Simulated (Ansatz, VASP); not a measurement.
GaN: VASP beside Ansatz

File INCAR:

```
PREC = Accurate ; ENCUT = 520
EDIFF = 1E-7 ; ISMEAR = -1
SIGMA = 0.02 ; LREAL = F
LASPH = T ; NELM = 60
ALGO = Normal ; ISIF = 2
LWAVE = F ; LCHARG = F
GGA = PE ; NBANDS = 16
```

KPOINTS

```
regular mesh
0
Gamma
  13 13 13
```

The input POSCAR:

```
GaN
1.0
    0.0199250000      2.0024625000      2.0024625000
    2.0024625000      0.0199250000      2.0024625000
    2.0024625000      2.0024625000      0.0199250000
Ga N
1 1
Direct
    0.5000000000      0.5000000000      0.5000000000
    0.0000000000      0.0000000000      0.0000000000
```

Input for Ansatz:

```yaml
crystal:
  lattice:
    - [0.019925, 2.0024625, 2.0024625]
    - [2.0024625, 0.019925, 2.0024625]
    - [2.0024625, 2.0024625, 0.019925]
  atoms:
    - { symbol: Ga, position: [0.5, 0.5, 0.5] }
    - { symbol: "N", position: [0.0, 0.0, 0.0] }
kpoints:
  mp_grid: { grid: [13, 13, 13] }
  band_path:
    path:
      - [0.0, 0.0, 0.0]
      - [0.5, 0.5, 0.5]
      - [0.247543133, 0.5, 0.752456867]
      - [-0.247543133, 0.247543133, 0.5]
      - [0.0, 0.0, 0.5]
      - [0.0, 0.0, 0.0]
      - [-0.3737715665, 0.0, 0.3737715665]
      - [0.0, 0.3737715665, 0.6262284335]
      - [0.0, 0.5, 0.5]
    npoints: 5
scf:
  occupations: { method: fermi_dirac, width: 0.02 }
hamiltonian:
  xc: pbe
  pseudopotentials: { kind: all_electron, lapw: { basis_error: 0.001 } }
output:
  forces: true
  stress: true
  eigenvalues: true
```

Change from the starting cell: equal xy, yz and zx shear strains of +1 %.

Alike in both runs: task single point; functional PBE; k mesh 13 × 13 × 13; occupations fermi-dirac, width 0.02 eV; no spin polarisation.

|  | VASP | Ansatz |
| --- | --- | --- |
| version | VASP 6.6.1 | Ansatz 0.2.0 |
| potentials or method | VASP PAW PBE potentials, release 64 (Ga_d, N), cutoff 520 eV | all-electron LAPW, scalar-relativistic |

Ansatz gave:

* gap on the k mesh at the Fermi level (eV): 1.87
* pressure (GPa): 69.1
* traceless stress, the component that is largest in VASP (GPa): -2.69

Problem. What did VASP give for the same quantities?

Solution. gap on the k mesh at the Fermi level (eV): 1.86; pressure (GPa): 70.3; traceless stress, the component that is largest in VASP (GPa): -2.68.

Both programs put the cell under a high pressure, so it lies far from rest at this level. Ansatz ran all-electron here, and VASP with PAW potentials.

Noted on VASP's run: the cell as given lies far from equilibrium.
